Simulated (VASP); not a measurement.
# Si15C (P1) in VASP: further runs

Aim: see how the results for Si15C move with the level of theory and the settings. Levels: PBEsol+D4, PBEsol. Tasks: single point.

All numbers are computed with VASP 6.6.1; they aren't measurements. Logs are shortened: lines on timing, memory, paths and dates and some standing lists are left out, and cuts for length are marked.

## (1) The cell of the first run

The typed cell holds 16 atoms: a = 10.527 Å, b = 5.264 Å, c = 5.264 Å, α = 90.00°, β = 90.00°, γ = 90.00°.

## (2) Single point, PBEsol+D4, collinear spin

INCAR

```
SYSTEM = Si15C
ALGO = Normal ; EDIFF = 1E-6
ENCUT = 600 ; GGA = PS
GGA_COMPAT = .FALSE. ; ISIF = 2
ISMEAR = -1 ; ISPIN = 2
IVDW = 13 ; LASPH = .TRUE.
LCHARG = .FALSE. ; LORBIT = 11
LREAL = .FALSE. ; LWAVE = .FALSE.
MAGMOM = 0.5 0.5 0.5 0.5 0.5 0.5 0.5 0.5 0.5 0.5 0.5 0.5 0.5 0.5 0.5 0.5 ; NBANDS = 50
NELM = 200 ; PREC = Accurate
SIGMA = 0.05
```

KPOINTS

```
Automatic mesh
0
Gamma
  2 2 2
  0.5 0.5 0.5
```

POSCAR

```
Si15C
1.0
   10.5273610000      0.0000000000      0.0000000000
    0.0000000000      5.2636810000      0.0000000000
    0.0000000000      0.0000000000      5.2636810000
Si C
15 1
Direct
    0.0021100000      0.9867640000      0.9928380000
    0.5009070000      0.9849160000      0.9859260000
    0.1257480000      0.2436830000      0.2601690000
    0.6372840000      0.2698310000      0.2483340000
    0.2466940000      0.4932940000      0.0069720000
    0.7534130000      0.5048430000      0.0132980000
    0.3839180000      0.7315790000      0.2545900000
    0.8729000000      0.7406270000      0.2302070000
    0.7482830000      0.0023890000      0.4835300000
    0.3822040000      0.2545450000      0.7347490000
    0.8665260000      0.2509580000      0.7526990000
    0.0140030000      0.4983750000      0.4941950000
    0.5058120000      0.5079540000      0.5009240000
    0.1291760000      0.7279110000      0.7447220000
    0.6236330000      0.7449340000      0.7634270000
    0.2573870000      0.9976860000      0.4682050000
```

Potentials or basis: VASP PAW PBE potentials, release 64 (Si, C).

Started as:

```sh
$ cat potpaw_PBE.64/Si/POTCAR potpaw_PBE.64/C/POTCAR > POTCAR
$ mpirun -np 1 vasp_std > vasp.out
```

OUTCAR:

```text
SYSTEM = Si15C
   EDIFF = 1E-6
   ENCUT = 600
   GGA = PS
   ISIF = 2
   ISMEAR = -1
   ISPIN = 2
   IVDW = 13
   LASPH = .TRUE.
   LORBIT = 11
   LREAL = .FALSE.
   NELM = 200
   PREC = Accurate

 ion  position               nearest neighbor table
   1  0.002  0.987  0.993-   8 2.26  14 2.31   3 2.35  11 2.36
   2  0.501  0.985  0.986-  15 2.15   7 2.30  10 2.31   4 2.49
   3  0.126  0.244  0.260-  12 2.17  16 2.19   5 2.26   1 2.35
   4  0.637  0.270  0.248-   6 2.13   9 2.21  13 2.29   2 2.49
   5  0.247  0.493  0.007-  14 2.23   3 2.26   7 2.31  10 2.38
   6  0.753  0.505  0.013-   8 2.10   4 2.13  11 2.26  15 2.28
[... 8 lines left out ...]
  15  0.624  0.745  0.763-   2 2.15  13 2.24   6 2.28   9 2.39
  16  0.257  0.998  0.468-   3 2.19   7 2.24  10 2.35  14 2.44

  LATTYP: Found a simple tetragonal cell.
 ALAT       =     5.2636810000
 C/A-ratio  =     1.9999998100

  Lattice vectors:

 A1 = (   0.0000000000,   5.2636810000,   0.0000000000)
 A2 = (   0.0000000000,   0.0000000000,   5.2636810000)
 A3 = (  10.5273610000,   0.0000000000,   0.0000000000)

Analysis of symmetry for initial positions (statically):
=====================================================================
 Subroutine PRICEL returns:
 Original cell was already a primitive cell.

 Routine SETGRP: Setting up the symmetry group for a
 simple tetragonal supercell.

 Subroutine GETGRP returns: Found  1 space group operations
 (whereof  1 operations were pure point group operations)
 out of a pool of 16 trial point group operations.

The static configuration has the point symmetry C_1 .

Analysis of symmetry for dynamics (positions and initial velocities):
=====================================================================
 Subroutine PRICEL returns:
 Original cell was already a primitive cell.

 Routine SETGRP: Setting up the symmetry group for a
 simple tetragonal supercell.

 Subroutine GETGRP returns: Found  1 space group operations
 (whereof  1 operations were pure point group operations)
 out of a pool of 16 trial point group operations.

The dynamic configuration has the point symmetry C_1 .

Analysis of structural, dynamic, and magnetic symmetry:
=====================================================================
 Subroutine PRICEL returns:
 Original cell was already a primitive cell.

 Routine SETGRP: Setting up the symmetry group for a
 simple tetragonal supercell.

 Subroutine GETGRP returns: Found  1 space group operations
[... 151 lines left out ...]
  ---------------------------------------------------
  ext. energy  EPLUGINS =         0.00000000
  ---------------------------------------------------
  free energy    TOTEN  =       -90.24851153 eV

  energy without entropy =      -90.24848698  energy(sigma->0) =      -90.24849926

 E-fermi :   6.5365     XC(G=0):  -9.8275

 val. band max:        5.9940549395   @ k =   0.2500   0.2500   0.2500
 cond. band min:       7.0713589322   @ k =   0.2500   0.2500   0.2500
 fundamental gap:      1.0773039928
 Fermi energy:         6.5365228799

 spin component 1

 k-point     1 :       0.2500    0.2500    0.2500
  band No.  band energies     occupation
      1      -5.7055      1.00000
      2      -5.0971      1.00000
      3      -4.1274      1.00000
      4      -3.5675      1.00000
      5      -3.4733      1.00000
      6      -3.3061      1.00000
[... 177 lines left out ...]
     43       9.6122      0.00000
     44       9.7179      0.00000
 Fermi energy:         6.5365228799

 spin component 2

 k-point     1 :       0.2500    0.2500    0.2500
  band No.  band energies     occupation
      1      -5.7055      1.00000
      2      -5.0971      1.00000
      3      -4.1274      1.00000
      4      -3.5675      1.00000
      5      -3.4733      1.00000
      6      -3.3061      1.00000
[... 177 lines left out ...]
     43       9.6123      0.00000
     44       9.7180      0.00000
 [bands above 44 left out]

------------------------ aborting loop because EDIFF is reached ----------------------------------------

  DFT-D4 for vdW energy calculation

  Edisp (eV):   -3.17105

  FORCE on cell =-STRESS in cart. coord.  units (eV):
  Direction    XX          YY          ZZ          XY          YZ          ZX
  --------------------------------------------------------------------------------------
  -------------------------------------------------------------------------------------
  Total       7.03066    11.44127    12.81109     1.37606     1.00394     0.04408
  in kB      38.61963    62.84721    70.37171     7.55873     5.51465     0.24212
  external pressure =       57.28 kB  Pullay stress =        0.00 kB

 VOLUME and BASIS-vectors are now :
 -----------------------------------------------------------------------------
  energy-cutoff  :      600.00
  volume of cell :      291.67
      direct lattice vectors                 reciprocal lattice vectors
    10.527361000  0.000000000  0.000000000     0.094990568  0.000000000  0.000000000
     0.000000000  5.263681000  0.000000000     0.000000000  0.189981118  0.000000000
     0.000000000  0.000000000  5.263681000     0.000000000  0.000000000  0.189981118

 POSITION                                       TOTAL-FORCE (eV/Angst)
 -----------------------------------------------------------------------------------
      0.02221      5.19401      5.22598        -0.016686      0.917594     -0.365763
      5.27323      5.18428      5.18960        -0.453314      2.030360      1.622785
      1.32379      1.28267      1.36945         2.280081     -3.378659      0.176975
      6.70892      1.42030      1.30715        -2.685001     -1.752166     -0.051247
      2.59704      2.59654      0.03670         1.343710     -0.606158     -0.184478
      7.93145      2.65733      0.07000        -0.471335     -0.440066     -2.622642
[... 8 lines left out ...]
      6.56521      3.92109      4.01844         1.615393      0.098846     -1.360691
      2.70961      5.25150      2.46448         0.102683     -0.012385      0.498042
 -----------------------------------------------------------------------------------
    total drift:                               -0.000055     -0.000031      0.000079

  FREE ENERGIE OF THE ION-ELECTRON SYSTEM (eV)
  ---------------------------------------------------
  free  energy   TOTEN  =       -93.4195618132 eV

  energy  without entropy=      -93.4195372634  energy(sigma->0) =      -93.41954954

 total charge

# of ion       s       p       d       tot
------------------------------------------
    1        0.751   0.980   0.000   1.730
    2        0.755   0.996   0.000   1.752
    3        0.749   0.943   0.000   1.692
    4        0.760   1.022   0.000   1.782
    5        0.755   0.998   0.000   1.754
    6        0.764   1.099   0.000   1.864
[... 8 lines left out ...]
   15        0.758   1.027   0.000   1.785
   16        0.853   1.254   0.000   2.107
--------------------------------------------------
tot         12.192  16.148   0.000  28.340

 magnetization (x)

# of ion       s       p       d       tot
------------------------------------------
    1        0.000  -0.000   0.000   0.000
    2        0.000  -0.000   0.000   0.000
    3        0.000   0.000   0.000   0.000
    4        0.000  -0.000   0.000   0.000
    5        0.000  -0.000   0.000  -0.000
    6        0.000  -0.000   0.000  -0.000
[... 8 lines left out ...]
   15        0.000  -0.000   0.000   0.000
   16        0.000  -0.000   0.000  -0.000
--------------------------------------------------
tot          0.000  -0.000   0.000   0.000
```

It took 100 s on 1 thread of Intel Xeon 6975P-C (Granite Rapids), shared host; peak memory 0.54 GiB.

Results:

```
Free energy                                           : -93.4196 eV
Pressure                                              : 5.7 GPa
Largest force                                         : 4.248 eV/Å
Band gap on the k mesh                                : 1.08 eV
Net moment                                            : 0.00 μB per cell
Valence electrons inside the program's atomic spheres : Si 1.73, 1.75, 1.69, 1.78, 1.86, 1.74, 1.65, 1.72, 1.77, 1.82, 1.70 (each value once); C 2.11
Dispersion energy per atom                            : -0.198 eV
```

Forces on the atoms (eV/Å):
```
Si  -0.017  0.918 -0.366
Si  -0.453  2.030  1.623
Si   2.280 -3.379  0.177
Si  -2.685 -1.752 -0.051
Si   1.344 -0.606 -0.184
Si  -0.471 -0.440 -2.623
Si  -2.922  3.078  0.179
Si   2.161  1.331  2.387
Si   0.356 -1.057  1.144
Si  -2.326 -2.057 -0.633
Si   1.657 -0.223 -0.560
Si  -3.120 -0.240  0.197
Si   0.771 -0.930  0.381
Si   1.708  3.240 -0.807
Si   1.615  0.099 -1.361
C    0.103 -0.012  0.498
```

Caveat: the k points lie up to 0.60 Å⁻¹ apart; the PAW data sets were made with another functional, which shifts forces and pressure a little; a shifted mesh leaves out Γ, where band edges can lie.

## (3) Single point, PBEsol

INCAR

```
  PREC = Accurate
  ENCUT = 520
  EDIFF = 1E-6
  ISMEAR = -1
  SIGMA = 0.05
  LREAL = Auto
  LASPH = T
  NELM = 80
  ALGO = Normal
  ISIF = 2
  LWAVE = F
  LCHARG = F
  GGA = PS
  NBANDS = 46
```

KPOINTS

```
regular mesh
0
Gamma
  2 2 1
```

POSCAR is that of step 2.

Potentials or basis: VASP PAW PBE potentials, release 64 (Si, C).

Started as:

```sh
$ cat potpaw_PBE.64/Si/POTCAR potpaw_PBE.64/C/POTCAR > POTCAR
$ mpirun -np 1 vasp_std > vasp.out
```

Run time: 83 s. Hardware: 1 thread of Intel Xeon 8259CL, shared host; peak memory 0.33 GiB.

The run converged. Its results:

- Free energy: -90.3427 eV
- Pressure: 6.7 GPa
- Largest force: 3.844 eV/Å
- Band gap on the k mesh: 0.09 eV

Forces in eV/Å, atoms in the order of the input:
```
Si   0.195  0.907 -0.523
Si  -0.440  2.052  1.565
Si   2.142 -3.123  0.212
Si  -2.839 -1.555 -0.070
Si   1.292 -0.541 -0.324
Si  -0.399 -0.332 -2.737
Si  -2.711  2.720  0.176
Si   2.158  1.016  2.450
Si   0.407 -1.022  0.936
Si  -2.427 -1.852 -0.497
Si   1.507 -0.087 -0.375
Si  -2.801 -0.134  0.038
Si   0.780 -0.825  0.222
Si   1.632  2.986 -0.556
Si   1.458 -0.188 -1.000
C    0.047 -0.022  0.484
```

Stress tensor (GPa, compression positive):
```
 1.61  0.38  0.08
 0.38  4.50  0.56
 0.08  0.56 13.95
```

Levels at points of the mesh, in eV from the valence-band top:
```
           k point  band 30  band 31  band 32  band 33  band 34  band 35
(0.00, 0.00, 0.00)    -0.14    -0.10     0.00     0.09     0.42     0.56
(0.50, 0.00, 0.00)    -0.83    -0.69    -0.61     0.30     0.53     0.92
(0.00, 0.50, 0.00)    -1.27    -1.17    -1.10     0.71     1.19     2.18
(0.50, 0.50, 0.00)    -1.43    -1.39    -1.18     1.93     2.22     2.26
```

Caveat: the k points lie up to 1.19 Å⁻¹ apart; the PAW data sets were made with another functional, which shifts forces and pressure a little; an odd mesh through Γ misses points on the zone boundary, where band edges can lie.
